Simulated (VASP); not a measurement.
Input of a VASP 6.6.1 run:

The input INCAR:

```
SYSTEM = Ir
ALGO = Normal ; EDIFF = 1E-6
ENCUT = 520 ; ISIF = 2
ISMEAR = 0 ; LASPH = .TRUE.
LCHARG = .TRUE. ; LELF = .TRUE.
LREAL = .FALSE. ; LVHAR = .TRUE.
LWAVE = .FALSE. ; NBANDS = 10
NELM = 100 ; PREC = Accurate
SIGMA = 0.15
```

The input KPOINTS:

```
k-points
0
G
  22 22 22
  0 0 0
```

File POSCAR:

```
Ir
1.0
    0.0000000000      2.2431792795      1.4114084026
    2.2431792795      0.0000000000      1.4114084026
    2.2431792795      2.2431792795      0.0000000000
Ir
1
Direct
    0.0000000000      0.0000000000      0.0000000000
```

Potentials or basis: VASP PAW LDA potentials, release 64 (Ir).

Command:

```console
$ cat potpaw_LDA.64/Ir/POTCAR > POTCAR
$ mpirun -np 1 vasp_std > vasp.out
```

(1) Estimate the pressure.

Results:

(1) 2.9 GPa.
